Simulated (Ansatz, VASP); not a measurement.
Sr: VASP beside Ansatz

```
CELL_PARAMETERS angstrom
3.30053 0.00000 0.00000
-1.65027 2.85835 0.00000
0.00000 0.00000 10.78687
ATOMIC_POSITIONS crystal
Sr 0.00000 0.00000 0.00000
Sr 0.33333 0.66667 0.25000
Sr 0.00000 0.00000 0.50000
Sr 0.66667 0.33333 0.75000
```

Alike in both runs: task single point; functional PBEsol; k mesh 6 × 6 × 2; occupations gaussian, width 0.1 eV; no spin polarisation.

|  | VASP | Ansatz |
| --- | --- | --- |
| version | VASP 6.6.1 | Ansatz 0.2.0 |
| potentials or method | VASP PAW PBE potentials, release 64 (Sr_sv), cutoff 520 eV | scalar-relativistic, plane waves, PAW |
| valence electrons in the cell | 40 | 40 |

VASP gave:

```
gap on the k mesh at the Fermi level (eV)                     : none
pressure (GPa)                                                : 24.3
traceless stress, the component that is largest in VASP (GPa) : 0.13
```

Which values does Ansatz return?

gap on the k mesh at the Fermi level (eV): none; pressure (GPa): 24.0; traceless stress, the component that is largest in VASP (GPa): 0.13.

VASP's potentials were made for PBE, not for PBEsol. A gap of «none» marks a metal or a gap that the smearing closes.

The k mesh is coarse, so the values compare programs but aren't converged.
